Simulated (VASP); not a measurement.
GaAs: single point with PBEsol

GaAs:

```
As Ga
1.0
     0.00000    2.82685    2.82685
     2.82685    0.00000    2.82685
     2.82685    2.82685    0.00000
As Ga
1 1
Direct
  0.75000 0.75000 0.75000
  0.00000 0.00000 0.00000
```

- Program: VASP 6.6.1
- Task: single point
- Functional: PBEsol
- Potentials or basis: VASP PAW PBE potentials, release 64 (As, Ga_d)
- Cutoff: 520 eV
- k mesh: 8 × 8 × 8
- Occupations: fermi-dirac, width 0.05 eV
- Spin: non-collinear spin, zero start, spin-orbit coupling
- Starting moments: [[0.0, 0.0, 0.0], [0.0, 0.0, 0.0]] μB

- Pressure: 0.3 GPa
- Net moment: 0.00 μB per cell
- Valence electrons inside the program's atomic spheres: As 2.83; Ga 11.68

Moments on the atoms (μB; x, y, z):
```
As  0.00 0.00 0.00
Ga  0.00 0.00 0.00
```

Wall time 4.1 min on 1 thread of Intel Xeon 8259CL, with other jobs on the host, peak memory 0.33 GiB.

Caveat: the PAW data sets were made with another functional, which shifts forces and pressure a little.
